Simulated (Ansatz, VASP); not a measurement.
One calculation of Hf3Si2F, two programs

The input INCAR:

```
ALGO = Normal ; EDIFF = 1E-6
EDIFFG = -0.04 ; ENCUT = 600
GGA = PE ; IBRION = 2
ISIF = 3 ; ISMEAR = 0
LASPH = True ; LCHARG = False
LREAL = False ; LWAVE = False
NELM = 100 ; NSW = 90
PREC = Accurate ; SIGMA = 0.1
```

File KPOINTS:

```
k-points
0
Gamma
  6 6 6
```

The input POSCAR:

```
Hf3Si2F
1.0
   -2.5893598538      2.5893598538      4.5872114057
    2.5893598538     -2.5893598538      4.5872114057
    2.5893598538      2.5893598538     -4.5872114057
Hf Si F
3 2 1
Direct
    0.7500000000      0.2500000000      0.5000000000
    0.2500000000      0.7500000000      0.5000000000
    0.0000000000      0.0000000000      0.0000000000
    0.3040823723      0.3040823723      0.0000000000
    0.6959176277      0.6959176277      0.0000000000
    0.5000000000      0.5000000000      0.0000000000
```

Input for Ansatz:

```yaml
crystal:
  lattice:
    - [-2.5893598538, 2.5893598538, 4.5872114057]
    - [2.5893598538, -2.5893598538, 4.5872114057]
    - [2.5893598538, 2.5893598538, -4.5872114057]
  atoms:
    - { symbol: Hf, position: [0.75, 0.25, 0.5] }
    - { symbol: Hf, position: [0.25, 0.75, 0.5] }
    - { symbol: Hf, position: [0.0, 0.0, 0.0] }
    - { symbol: Si, position: [0.3040823723, 0.3040823723, 0.0] }
    - { symbol: Si, position: [0.6959176277, 0.6959176277, 0.0] }
    - { symbol: F, position: [0.5, 0.5, 0.0] }
basis:
  ecutwfc: 420
kpoints:
  mp_grid: { grid: [6, 6, 6] }
hamiltonian:
  xc: pbe
scf:
  occupations: { method: gaussian, width: 0.1 }
  lower_state_search: "off"
output:
  forces: true
  stress: true
  eigenvalues: true
relax:
  adjacent_minimum: "off"
  f_tol: 0.04
  max_steps: 70
  cell: { stress_tol: 0.4 }
```

Alike in both runs: task relaxation of cell and atoms; functional PBE; k mesh 6 × 6 × 6; occupations gaussian, width 0.1 eV; no spin polarisation.

|  | VASP | Ansatz |
| --- | --- | --- |
| version | VASP 6.6.1 | Ansatz 0.2.0 |
| potentials or method | VASP PAW PBE potentials, release 64 (Hf_pv, Si, F), cutoff 600 eV | scalar-relativistic, plane waves, PAW |
| valence electrons in the cell | 45 | 93 |

|  | VASP | Ansatz | Ansatz less VASP |
| --- | --- | --- | --- |
| gap on the k mesh at the Fermi level, each at its own relaxed structure (eV) | none | none | - |
| relaxed volume (Å³/atom) | 20.54 | 20.53 | -0.004 |
| relaxed length of the cell vector where the two differ most in proportion (Å) | 5.887 | 5.891 | +0.0043 |

A gap of «none» marks a metal or a gap that the smearing closes. VASP's potentials hold 45 valence electrons a cell and Ansatz's 93, so a difference there can come from the potentials and not from the codes.

Neither program's run includes spin-orbit coupling.
